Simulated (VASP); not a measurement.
A run of VASP 6.6.1 is set up as follows.

The input INCAR:

```
ALGO     = Normal         # electronic algorithm
EDIFF    = 1E-7           # SCF threshold, eV
ENCUT    = 520            # plane-wave cutoff, eV
GGA      = PE             # functional
ISIF     = 2              # what is computed and relaxed
ISMEAR   = -1             # smearing method
LASPH    = T              # aspherical terms in the spheres
LCHARG   = F              # write CHGCAR
LREAL    = F              # projectors in reciprocal space
LWAVE    = F              # write WAVECAR
NBANDS   = 14             # bands
NELM     = 60             # most SCF steps
PREC     = Accurate       # precision mode
SIGMA    = 0.06122561905347299 # smearing width, eV
```

File KPOINTS:

```
k-points
0
Gamma
  38 38 38
```

Contents of POSCAR:

```
F
1.0
    0.0000000000      2.3888300614      2.3888300614
    2.3888300614      0.0000000000      2.3888300614
    2.3888300614      2.3888300614      0.0000000000
F
2
Direct
    0.0000000000      0.0000000000      0.0000000000
    0.2500000000      0.2500000000      0.2500000000
```

Potentials or basis: VASP PAW PBE potentials, release 64 (F).

Run with:

```sh
$ cat potpaw_PBE.64/F/POTCAR > POTCAR
$ mpirun -np 1 vasp_std > vasp.out
```

Task: Estimate the band gap on the k mesh.

Result: Zero (bands 7 and 8 overlap by 1.07 eV).

Task: Predict the pressure.

Result: 2.3 GPa.
